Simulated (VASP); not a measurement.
Ag, 2 atoms in the cell. It takes space group P6_3/mmc (No. 194, hexagonal). Conventional cell: a = 2.883 Å, b = 2.883 Å, c = 4.948 Å, α = 90.00°, β = 90.00°, γ = 120.00°. Ag (site symmetry -6m2) has 12 Ag at 2.88 to 2.98 Å within 3.8 Å. This isn't the form of Ag at room conditions, which is fcc. This cell differs from its parent crystal: ratio of the length along z to the lengths across it x 1.05, volume and fractional coordinates fixed.

| Property | Result |
| --- | --- |
| Program | VASP 6.6.1 |
| Task | single point |
| Functional | r2SCAN |
| Potentials or basis | VASP PAW PBE potentials, release 64 (Ag) |
| Cutoff | 520 eV |
| k mesh | 21 × 21 × 12 |
| Occupations | gaussian, width 0.15 eV |
| Spin | no spin polarisation |
| Dipole correction | no |
| Further INCAR settings | ALGO = Normal; EDIFF = 1e-06; NBANDS = 18 |

Potentials or basis: VASP PAW PBE potentials, release 64 (Ag).

Run with:

```console
$ cat potpaw_PBE.64/Ag/POTCAR > POTCAR
$ cp INCAR.step1 INCAR
$ mpirun -np 1 vasp_std > vasp.out
$ cp INCAR.step2 INCAR
$ mpirun -np 1 vasp_std > vasp.out
```

Hardware: 1 thread of Intel(R) Xeon(R) Platinum 8259CL CPU @ 2.50GHz (Skylake/Cascade Lake), on a shared host.

How long does it take, and how much memory?

Wall time 6.2 min on 1 thread of Intel(R) Xeon(R) Platinum 8259CL CPU @ 2.50GHz (Skylake/Cascade Lake), with other jobs on the host, peak memory 0.3 GiB. Counts: k points 336.
